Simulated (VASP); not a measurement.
A run of VASP 6.6.1:

File INCAR:

```
PREC = Accurate
ENCUT = 520
EDIFF = 1E-6
ISMEAR = 0
SIGMA = 0.1
LREAL = False
LASPH = True
NELM = 100
ALGO = Fast
ISIF = 2
LWAVE = False
LCHARG = True
GGA = PE
LELF = True
LVHAR = True
NBANDS = 32
```

Contents of KPOINTS:

```
regular mesh
0
Gamma
  6 6 6
```

File POSCAR:

```
Ba3OsPd
1.0
    5.8247924928      0.0000000000      0.0000000000
    0.0000000000      5.8247924928      0.0000000000
    0.0000000000      0.0000000000      5.8247924928
Ba Pd Os
3 1 1
Direct
    0.5000000000      0.5000000000      0.0000000000
    0.5000000000      0.0000000000      0.5000000000
    0.0000000000      0.5000000000      0.5000000000
    0.5000000000      0.5000000000      0.5000000000
    0.0000000000      0.0000000000      0.0000000000
```

Potentials or basis: VASP PAW PBE potentials, release 64 (Ba_sv, Pd, Os).

Run with:

```sh
$ cat potpaw_PBE.64/Ba_sv/POTCAR potpaw_PBE.64/Pd/POTCAR potpaw_PBE.64/Os/POTCAR > POTCAR
$ mpirun -np 1 vasp_std > vasp.out
```

Hardware: 1 thread of Intel(R) Xeon(R) Platinum 8488C (Sapphire Rapids) (shared host).

Estimate the wall time of this run.

Run time: 2.2 min on 1 thread of Intel(R) Xeon(R) Platinum 8488C (Sapphire Rapids), on a shared host, peak memory 0.41 GiB. Counts: scf iterations 20, k points 20.
